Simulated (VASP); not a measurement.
Input of a VASP 6.6.1 run:

Contents of INCAR:

```
SYSTEM = Ti
  PREC = Accurate
  ENCUT = 520
  EDIFF = 1E-6
  ISMEAR = 0
  SIGMA = 0.15
  LREAL = .False.
  LASPH = .True.
  NELM = 150
  ALGO = Normal
  ISIF = 2
  LWAVE = .False.
  LCHARG = .True.
  ISPIN = 2
  MAGMOM = 0.125
  LORBIT = 11
  NUPDOWN = 0.125
  LMAXMIX = 4
  LELF = .True.
  LVHAR = .True.
  NBANDS = 16
```

The input KPOINTS:

```
Automatic mesh
0
Gamma
  22 22 22
  0 0 0
```

Contents of POSCAR:

```
Ti
1.0
    0.0000000000      1.8724558086      1.8724558086
    1.8724558086      0.0000000000      1.8724558086
    1.8724558086      1.8724558086      0.0000000000
Ti
1
Direct
    0.0000000000      0.0000000000      0.0000000000
```

Potentials or basis: VASP PAW LDA potentials, release 64 (Ti_sv).

The run is started by

```sh
$ cat potpaw_LDA.64/Ti_sv/POTCAR > POTCAR
$ mpirun -np 1 vasp_std > vasp.out
```

Predict the pressure.

33.2 GPa.

Caveat: the cell stands under pressure; the total moment is fixed, so each spin has its own Fermi level.
